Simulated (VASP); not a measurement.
Wanted: the native input for a VASP 6.6.1 run.

```yaml
Task: single point
Functional: PBE
Dispersion: D3(BJ)
Potentials_or_basis: VASP PAW PBE potentials, release 64 (Li_sv)
Cutoff: 750 eV
k_mesh: 8 × 8 × 8
Occupations: gaussian, width 0.1 eV
Spin: no spin polarisation
Dipole_correction: no
Further_INCAR_settings: ALGO = Normal; EDIFF = 1e-06; NBANDS = 8
```

The structure of Li lies in POSCAR:

```
Li
1.0
   -1.7500000000      1.7500000000      1.7500000000
    1.7500000000     -1.7500000000      1.7500000000
    1.7500000000      1.7500000000     -1.7500000000
Li
1
Direct
    0.0000000000      0.0000000000      0.0000000000
```

These files were run (other wordings do the same):

INCAR

```
PREC = Accurate
ENCUT = 750
EDIFF = 1E-6
ISMEAR = 0
SIGMA = 0.1
LREAL = False
LASPH = True
NELM = 120
ALGO = Normal
ISIF = 2
LWAVE = False
LCHARG = False
GGA = PE
IVDW = 12
NBANDS = 8
GGA_COMPAT = False
```

KPOINTS

```
Automatic mesh
0
Gamma
  8 8 8
```

Potentials or basis: VASP PAW PBE potentials, release 64 (Li_sv).

Launch:

```bash
$ cat potpaw_PBE.64/Li_sv/POTCAR > POTCAR
$ mpirun -np 1 vasp_std > vasp.out
```

Results of the run:

```yaml
Pressure: -2.0 GPa
Dispersion_energy_per_atom: -0.160 eV
```

Caveat: pairwise dispersion overbinds metals, which lowers pressure and volume.

It took 11 s on 1 thread of Intel Xeon 8259CL, with other jobs on the host, peak memory 0.15 GiB.
